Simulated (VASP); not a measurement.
# Te2Mo in VASP: further runs

The runs below take Te2Mo through single point, with PBE+D3(BJ).

Everything below comes from runs of VASP 6.6.1. Logs are shortened: lines on timing, memory, paths and dates and some standing lists are left out, and cuts for length are marked.

### Step 1. The cell of the first run

The cell holds a slab with vacuum, 3 atoms: a = 3.504 Å, b = 3.504 Å, c = 33.270 Å, α = 90.00°, β = 90.00°, γ = 120.00°.

### Step 2. Single point, PBE+D3(BJ)

The input, INCAR:

```
SYSTEM = Te2Mo
PREC = Accurate
ENCUT = 520
EDIFF = 1E-6
ISMEAR = 0
SIGMA = 0.02
LREAL = .False.
LASPH = .True.
NELM = 80
ALGO = Normal
ISIF = 2
LWAVE = .False.
LCHARG = .False.
LDIPOL = .True.
IDIPOL = 3
DIPOL = 0.5 0.5 0.500
GGA = PE
IVDW = 12
NBANDS = 20
```

The input, KPOINTS:

```
regular mesh
0
Gamma
  12 12 1
  0 0 0
```

The input, POSCAR:

```
Te2Mo
1.0
    3.5038921936      0.0000000000      0.0000000000
   -1.7519460968      3.0344596518      0.0000000000
    0.0000000000      0.0000000000     33.2702079551
Te Mo
2 1
Direct
    0.3333333333      0.6666666667      0.4453878238
    0.3333333333      0.6666666667      0.5546121762
    0.6666666667      0.3333333333      0.5000000000
```

Potentials or basis: VASP PAW PBE potentials, release 64 (Te, Mo_sv).

The run is started by

```bash
$ cat potpaw_PBE.64/Te/POTCAR potpaw_PBE.64/Mo_sv/POTCAR > POTCAR
$ mpirun -np 1 vasp_std > vasp.out
```

OUTCAR:

```text
SYSTEM = Te2Mo
   PREC = Accurate
   ENCUT = 520
   EDIFF = 1E-6
   ISMEAR = 0
   LREAL = .False.
   LASPH = .True.
   NELM = 80
   ISIF = 2
   GGA = PE
   IVDW = 12
 IVDW          = 12

 ion  position               nearest neighbor table
   1  0.333  0.667  0.445-   3 2.72   3 2.72   3 2.72   2 3.63
   2  0.333  0.667  0.555-   3 2.72   3 2.72   3 2.72   1 3.63
   3  0.667  0.333  0.500-   1 2.72   2 2.72   1 2.72   2 2.72   1 2.72   2 2.72

  LATTYP: Found a hexagonal cell.
 ALAT       =     3.5038921936
 C/A-ratio  =     9.4952144977

  Lattice vectors:

 A1 = (   3.5038921936,   0.0000000000,   0.0000000000)
 A2 = (  -1.7519460968,   3.0344596518,   0.0000000000)
 A3 = (   0.0000000000,   0.0000000000,  33.2702079551)

Analysis of symmetry for initial positions (statically):
=====================================================================
 Subroutine PRICEL returns:
 Original cell was already a primitive cell.

 Routine SETGRP: Setting up the symmetry group for a
 hexagonal supercell.

 Subroutine GETGRP returns: Found 12 space group operations
 (whereof 12 operations were pure point group operations)
 out of a pool of 24 trial point group operations.

The static configuration has the point symmetry D_3h.

Analysis of symmetry for dynamics (positions and initial velocities):
=====================================================================
 Subroutine PRICEL returns:
 Original cell was already a primitive cell.

 Routine SETGRP: Setting up the symmetry group for a
 hexagonal supercell.

 Subroutine GETGRP returns: Found 12 space group operations
 (whereof 12 operations were pure point group operations)
 out of a pool of 24 trial point group operations.

The dynamic configuration has the point symmetry D_3h.

 Subroutine INISYM returns: Found 12 space group operations
 (whereof 12 operations are pure point group operations),
 and found     1 'primitive' translations

----------------------------------------------------------------------------------------

                                     Primitive cell

  volume of cell :     353.7428

  direct lattice vectors                    reciprocal lattice vectors
     3.503892194  0.000000000  0.000000000     0.285396909  0.164773982  0.000000000
    -1.751946097  3.034459652  0.000000000     0.000000000  0.329547964  0.000000000
     0.000000000  0.000000000 33.270207955     0.000000000  0.000000000  0.030056921

  length of vectors
     3.503892194  3.503892194 33.270207955     0.329547964  0.329547964  0.030056921

  position of ions in fractional coordinates (direct lattice)
     0.333333333  0.666666667  0.445387824
     0.333333333  0.666666667  0.554612176
     0.666666667  0.333333333  0.500000000

  ion indices of the primitive-cell ions
   primitive index   ion index
                 1           1
                 2           2
                 3           3

----------------------------------------------------------------------------------------

 KPOINTS: regular mesh

Automatic generation of k-mesh.
 Grid dimensions read from file:
 generate k-points for:   12   12    1

 Generating k-lattice:

  Cartesian coordinates                     Fractional coordinates (reciprocal lattice)
     0.023783076  0.013731165  0.000000000     0.083333333  0.000000000  0.000000000
     0.000000000  0.027462330  0.000000000     0.000000000  0.083333333  0.000000000
     0.000000000  0.000000000  0.030056921     0.000000000  0.000000000  1.000000000

  Length of vectors
     0.027462330  0.027462330  0.030056921

  Shift w.r.t. Gamma in fractional coordinates (k-lattice)
     0.000000000  0.000000000  0.000000000

 Subroutine IBZKPT returns following result:
 ===========================================

 Found     19 irreducible k-points:

 Following reciprocal coordinates:
            Coordinates               Weight
  0.000000  0.000000  0.000000      1.000000
  0.083333  0.000000  0.000000      6.000000
  0.166667  0.000000  0.000000      6.000000
  0.250000  0.000000  0.000000      6.000000
  0.333333  0.000000  0.000000      6.000000
  0.416667  0.000000  0.000000      6.000000
[... 11 lines left out ...]
  0.333333  0.250000  0.000000     12.000000
  0.333333  0.333333  0.000000      2.000000
   k-points           NKPTS =     19   k-points in BZ     NKDIM =     19   number of bands    NBANDS=     20
   number of dos      NEDOS =    301   number of ions     NIONS =      3
   total plane-waves  NPLWV = 196000
   dimension x,y,z NGX =    28 NGY =   28 NGZ =  250
   dimension x,y,z NGXF=    56 NGYF=   56 NGZF=  500
   ions per type =               2   1
   NGX,Y,Z   is equivalent  to a cutoff of  13.28, 13.28, 12.49 a.u.
   NGXF,Y,Z  is equivalent  to a cutoff of  26.57, 26.57, 24.98 a.u.
 SYSTEM =  Te2Mo
   PREC   = accura    normal or accurate (medium, high low for compatibility)
   ISTART =      0    job   : 0-new  1-cont  2-samecut
   ICHARG =      2    charge: 1-file 2-atom 10-const
   ISPIN  =      1    spin polarized calculation?
   LNONCOLLINEAR =      F non collinear calculations
   LSORBIT =      F    spin-orbit coupling
   LASPH  =      T    aspherical Exc in radial PAW
   ENCUT  =  520.0 eV  38.22 Ry    6.18 a.u.   6.51  6.51 61.86*2*pi/ulx,y,z
   NELM   =     80;   NELMIN=  2; NELMDL= -5     # of ELM steps
   EDIFF  = 0.1E-05   stopping-criterion for ELM
   LREAL  =      F    real-space projection
   EDIFFG = 0.1E-04   stopping-criterion for IOM
   NSW    =      0    number of steps for IOM
   IBRION =     -1    ionic relax: 0-MD 1-quasi-New 2-CG
   NFREE  =      0    steps in history (QN), initial steepest desc. (CG)
   ISIF   =      2    stress and relaxation
   ISYM   =      2    0-nonsym 1-usesym 2-fastsym
   POTIM  = 0.5000    time-step for ionic-motion
   TEBEG  =    0.0;   TEEND  =   0.0 temperature during run
   PSTRESS=    0.0 pullay stress
   NELECT =      26.0000    total number of electrons
   NUPDOWN=      -1.0000    fix difference up-down
   EMIN   =  10.00;   EMAX   =-10.00  energy-range for DOS
   EFERMI =   0.00;   METHOD = LEGACY
   ISMEAR =     0;   SIGMA  =   0.02  broadening in eV -4-tet -1-fermi 0-gaus
   EFERMI_NEDOS =   21; number of points for ismear=-14 and -15
   IALGO  =     38    algorithm
   IMIX   =      4    mixing-type and parameters
     AMIX     =   0.40;   BMIX     =  1.00
     AMIX_MAG =   1.60;   BMIX_MAG =  1.00
  volume/ion in A,a.u.               =     117.91       795.72
  Fermi-wavevector in a.u.,A,eV,Ry     =   0.685757  1.295892  6.398307  0.470262
  Thomas-Fermi vector in A             =   1.765790
   LORBIT       =      0    0 simple, 1 ext, 2 COOP (PROOUT), +10 PAW based schemes
   GGA     = PE    functional components
   LHFCALC =     F    Hartree Fock is set to
   AEXX    =    0.0000 exact exchange contribution
   IVDW    =    12    specifies the selected vdW correction
   LEPSILON=     F    determine dielectric tensor
   LRPA    =     F    only Hartree local field effects (RPA)
 non-spin polarized calculation
 Gauss-broadening in eV      SIGMA  =   0.02
  energy-cutoff  :      520.00
  volume of cell :      353.74
 maximum number of plane-waves:      9651
 NGX is ok and might be reduce to    28
   NGX = 13   NGY = 13   NGZ =123

 dipolmoment           0.000000      0.000000      0.000000 electrons x Angstroem

 number of electron      26.0000002 magnetization

 dipolmoment           0.000000      0.000000     -0.000000 electrons x Angstroem

 Free energy of the ion-electron system (eV)
  ---------------------------------------------------
  ext. energy  EPLUGINS =         0.00000000
  ---------------------------------------------------
  free energy    TOTEN  =       -18.00837647 eV

  energy without entropy =      -18.00837647  energy(sigma->0) =      -18.00837647

 E-fermi :  -2.0139     XC(G=0):  -2.5642

 val. band max:       -2.1175371825   @ k =   0.3333   0.3333   0.0000
 cond. band min:      -0.9287500323   @ k =   0.3333   0.3333   0.0000
 fundamental gap:      1.1887871502
 Fermi energy:        -2.0138759853

 k-point     1 :       0.0000    0.0000    0.0000
  band No.  band energies     occupation
      1     -62.7717      2.00000
      2     -36.9479      2.00000
      3     -36.8046      2.00000
      4     -36.8046      2.00000
      5     -14.8207      2.00000
      6     -13.8908      2.00000
[... 12 lines left out ...]
     19       2.2974      0.00000
     20       2.7466      0.00000

 k-point     2 :       0.0833    0.0000    0.0000
  band No.  band energies     occupation
      1     -62.7710      2.00000
      2     -36.9459      2.00000
      3     -36.8137      2.00000
      4     -36.8067      2.00000
      5     -14.7215      2.00000
      6     -13.8210      2.00000
[... 12 lines left out ...]
     19       2.4174      0.00000
     20       2.8625      0.00000

 k-point     3 :       0.1667    0.0000    0.0000
  band No.  band energies     occupation
      1     -62.7691      2.00000
      2     -36.9405      2.00000
      3     -36.8385      2.00000
      4     -36.8125      2.00000
      5     -14.4329      2.00000
      6     -13.6182      2.00000
[... 12 lines left out ...]
     19       2.7635      0.00000
     20       3.2013      0.00000

 k-point     4 :       0.2500    0.0000    0.0000
  band No.  band energies     occupation
      1     -62.7666      2.00000
      2     -36.9330      2.00000
      3     -36.8723      2.00000
      4     -36.8204      2.00000
      5     -13.9852      2.00000
      6     -13.3060      2.00000
[... 12 lines left out ...]
     19       3.3074      0.00000
     20       3.7609      0.00000

 k-point     5 :       0.3333    0.0000    0.0000
  band No.  band energies     occupation
      1     -62.7640      2.00000
      2     -36.9256      2.00000
      3     -36.9058      2.00000
      4     -36.8283      2.00000
      5     -13.4449      2.00000
      6     -12.9366      2.00000
[... 12 lines left out ...]
     19       3.7226      0.00000
     20       3.8784      0.00000

 k-point     6 :       0.4167    0.0000    0.0000
  band No.  band energies     occupation
      1     -62.7621      2.00000
      2     -36.9302      2.00000
      3     -36.9201      2.00000
      4     -36.8340      2.00000
      5     -12.9495      2.00000
      6     -12.6113      2.00000
[... 12 lines left out ...]
     19       3.8377      0.00000
     20       4.1467      0.00000

 k-point     7 :       0.5000    0.0000    0.0000
  band No.  band energies     occupation
      1     -62.7614      2.00000
      2     -36.9390      2.00000
      3     -36.9181      2.00000
      4     -36.8361      2.00000
      5     -12.7331      2.00000
      6     -12.4754      2.00000
[... 12 lines left out ...]
     19       3.8276      0.00000
     20       4.4726      0.00000
[... 162 lines left out ...]
 k-point    15 :       0.3333    0.1667    0.0000
  band No.  band energies     occupation
      1     -62.7614      2.00000
      2     -36.9222      2.00000
      3     -36.9181      2.00000
      4     -36.8532      2.00000
      5     -12.7846      2.00000
      6     -12.4899      2.00000
[... 12 lines left out ...]
     19       4.6594      0.00000
     20       4.6988      0.00000

 k-point    16 :       0.4167    0.1667    0.0000
  band No.  band energies     occupation
      1     -62.7608      2.00000
      2     -36.9281      2.00000
      3     -36.9164      2.00000
      4     -36.8569      2.00000
      5     -12.5935      2.00000
      6     -12.3668      2.00000
[... 12 lines left out ...]
     19       4.7332      0.00000
     20       4.9422      0.00000

 k-point    17 :       0.2500    0.2500    0.0000
  band No.  band energies     occupation
      1     -62.7614      2.00000
      2     -36.9181      2.00000
      3     -36.9143      2.00000
      4     -36.8612      2.00000
      5     -12.8012      2.00000
      6     -12.4946      2.00000
[... 12 lines left out ...]
     19       4.2710      0.00000
     20       4.7489      0.00000

 k-point    18 :       0.3333    0.2500    0.0000
  band No.  band energies     occupation
      1     -62.7605      2.00000
      2     -36.9161      2.00000
      3     -36.9154      2.00000
      4     -36.8745      2.00000
      5     -12.5128      2.00000
      6     -12.3017      2.00000
[... 12 lines left out ...]
     19       3.8535      0.00000
     20       4.9624      0.00000

 k-point    19 :       0.3333    0.3333    0.0000
  band No.  band energies     occupation
      1     -62.7601      2.00000
      2     -36.9144      2.00000
      3     -36.9065      2.00000
      4     -36.8897      2.00000
      5     -12.4092      2.00000
      6     -12.2286      2.00000
[... 12 lines left out ...]
     19       3.0186      0.00000
     20       5.1774      0.00000

------------------------ aborting loop because EDIFF is reached ----------------------------------------

 vacuum level on the upper side and lower side of the slab       (xc-potential included)        -0.135        -0.135

 Edisp (eV)   -1.20187

 E8    (eV) :    -0.5851

  FORCE on cell =-STRESS in cart. coord.  units (eV):
  Direction    XX          YY          ZZ          XY          YZ          ZX
  --------------------------------------------------------------------------------------
  -------------------------------------------------------------------------------------
  Total      -0.00121    -0.00121     0.03551    -0.00000    -0.00000     0.00000
  in kB      -0.00549    -0.00549     0.16082    -0.00000    -0.00000     0.00000
  external pressure =        0.05 kB  Pullay stress =        0.00 kB

 VOLUME and BASIS-vectors are now :
 -----------------------------------------------------------------------------
  energy-cutoff  :      520.00
  volume of cell :      353.74
      direct lattice vectors                 reciprocal lattice vectors
     3.503892194  0.000000000  0.000000000     0.285396909  0.164773982  0.000000000
    -1.751946097  3.034459652  0.000000000     0.000000000  0.329547964  0.000000000
     0.000000000  0.000000000 33.270207955     0.000000000  0.000000000  0.030056921

 POSITION                                       TOTAL-FORCE (eV/Angst)
 -----------------------------------------------------------------------------------
     -0.00000      2.02297     14.81815         0.000000     -0.000000     -0.012693
     -0.00000      2.02297     18.45206         0.000000     -0.000000      0.012693
      1.75195      1.01149     16.63510        -0.000000      0.000000      0.000000
 -----------------------------------------------------------------------------------
    total drift:                               -0.000000      0.000000     -0.000000

  FREE ENERGIE OF THE ION-ELECTRON SYSTEM (eV)
  ---------------------------------------------------
  free  energy   TOTEN  =       -19.2102472713 eV

  energy  without entropy=      -19.2102472713  energy(sigma->0) =      -19.21024727

 vacuum level on the upper side and lower side of the slab         2.628         2.628
```

It took 2.4 min on 1 thread of Intel Xeon 6975P-C (Granite Rapids), shared host; peak memory 0.5 GiB.

What came out:

| Property | Result |
| --- | --- |
| Free energy | -19.2102 eV |
| Largest force | 0.013 eV/Å |
| Band gap on the k mesh | 1.19 eV, direct |
| Dispersion energy per atom | -0.401 eV |

Forces on the atoms (eV/Å):
```
Te   0.000  0.000 -0.013
Te   0.000  0.000  0.013
Mo   0.000  0.000  0.000
```

Caveat: spin-orbit coupling is left out, which moves the levels of the heavy elements.

### Step 3. Single point, PBE+D3(BJ) (biaxial strain +0.020, then relaxed in part)

The input, INCAR:

```
SYSTEM = Te2Mo
PREC = Accurate ; ENCUT = 520
EDIFF = 1E-6 ; ISMEAR = 0
SIGMA = 0.02 ; LREAL = .FALSE.
LASPH = .TRUE. ; NELM = 100
ALGO = Normal ; ISIF = 2
LWAVE = .FALSE. ; LCHARG = .TRUE.
LDIPOL = .TRUE. ; IDIPOL = 3
DIPOL = 0.5 0.5 0.500 ; GGA = PE
IVDW = 12 ; LELF = .TRUE.
LVHAR = .TRUE. ; LVACPOTAV = .TRUE.
NBANDS = 20
```

The input, KPOINTS:

```
regular mesh
0
G
  12 12 1
  0 0 0
```

The input, POSCAR:

```
Te2Mo
1.0
    3.5739700375      0.0000000000      0.0000000000
   -1.7869850188      3.0951488448      0.0000000000
    0.0000000000      0.0000000000     33.2702079551
Te Mo
2 1
Direct
    0.3333333333      0.6666666667      0.4461703569
    0.3333333333      0.6666666667      0.5538296431
    0.6666666667      0.3333333333      0.5000000000
```

Potentials or basis: VASP PAW PBE potentials, release 64 (Te, Mo_sv).

The run is started by

```bash
$ cat potpaw_PBE.64/Te/POTCAR potpaw_PBE.64/Mo_sv/POTCAR > POTCAR
$ mpirun -np 1 vasp_std > vasp.out
```

Run time: 2.7 min. Hardware: 1 thread of Intel Xeon 6975P-C (Granite Rapids), shared host; peak memory 0.52 GiB.

It converged, with:

```
Free energy                : -19.1824 eV
Largest force              : 0.015 eV/Å
Band gap on the k mesh     : 1.02 eV, direct
Dispersion energy per atom : -0.387 eV
```

Forces in eV/Å, atoms in the order of the input:
```
Te   0.000  0.000 -0.015
Te   0.000  0.000  0.015
Mo   0.000  0.000  0.000
```

Levels at points of the mesh, in eV from the valence-band top:
```
           k point  band 10  band 11  band 12  band 13  band 14  band 15  band 16  band 17
(0.00, 0.00, 0.00)    -1.59    -0.91    -0.91    -0.36     3.02     3.02     3.31     3.31
(0.50, 0.00, 0.00)    -2.29    -1.53    -0.70    -0.37     1.36     1.71     3.29     3.67
```

Caveat: the cell differs from its parent crystal (biaxial strain +0.020, then relaxed in part); spin-orbit coupling is left out, which moves the levels of the heavy elements.

(Part 1 of 2 ends here.)
